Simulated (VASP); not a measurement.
A run of VASP 6.6.1:

The input POSCAR:

```
ScAl3N4
1.0
    4.8312774491     -2.7867530609     -0.0046201732
   -3.2263886522     -0.0179724199     -4.9418976974
    3.2588152922      5.6392611089     -0.0008258188
Sc Al N
2 6 8
Direct
    0.3484530951      0.0349102476      0.0011601580
    0.9408504592      0.5242219076      0.1337558887
    0.8199103718     -0.0113722612      0.2548561578
    0.3345858610      0.0013278814      0.5070812510
    0.8401880440      0.0032015103      0.7419321016
    0.4069049862      0.4912745798      0.3868683395
    0.9175127133      0.4980289414      0.6241344212
    0.4190832468      0.5134029337      0.8650415409
    0.5992456304      0.5928253024      0.1518933045
    0.1562695692      0.6198390965      0.4289014106
    0.6498270146      0.6158459812      0.6493682605
    0.1480305847      0.6176621203      0.8834462858
    0.7522032803      0.1025408998      0.0257262767
    0.2015571207      0.0961758195      0.2955043312
    0.7165973610      0.1118006434      0.5273754619
    0.2207806618      0.1323143963      0.7589548102
```

The input INCAR.step1:

```
ALGO = Normal
EDIFF = 1E-4
ENCUT = 520
GGA = PE
ISMEAR = 0
LASPH = True
LCHARG = False
LREAL = Auto
LWAVE = True
NBANDS = 54
NELM = 80
PREC = Accurate
SIGMA = 0.1
```

File INCAR.step2:

```
ALGO = Normal
EDIFF = 1E-6
ENCUT = 520
ISIF = 2
ISMEAR = 0
ISTART = 1
LASPH = True
LCHARG = True
LELF = True
LMIXTAU = True
LREAL = Auto
LVHAR = True
LWAVE = False
METAGGA = R2SCAN
NBANDS = 54
NELM = 80
PREC = Accurate
SIGMA = 0.1
```

File KPOINTS:

```
k-points
0
Gamma
  4 4 4
```

Potentials or basis: VASP PAW PBE potentials, release 64 (Sc_sv, Al, N).

Command:

```console
$ cat potpaw_PBE.64/Sc_sv/POTCAR potpaw_PBE.64/Al/POTCAR potpaw_PBE.64/N/POTCAR > POTCAR
$ cp INCAR.step1 INCAR
$ mpirun -np 1 vasp_std > vasp.out
$ cp INCAR.step2 INCAR
$ mpirun -np 1 vasp_std > vasp.out
```

Hardware: 1 thread of Oxide Virtual Turin-like Processor, with other jobs on the host.

**Question.** Estimate the wall time of this run.

**Answer.** It took 29 min on 1 thread of Oxide Virtual Turin-like Processor, on a shared host, peak memory 0.41 GiB. Counts: k points 36.
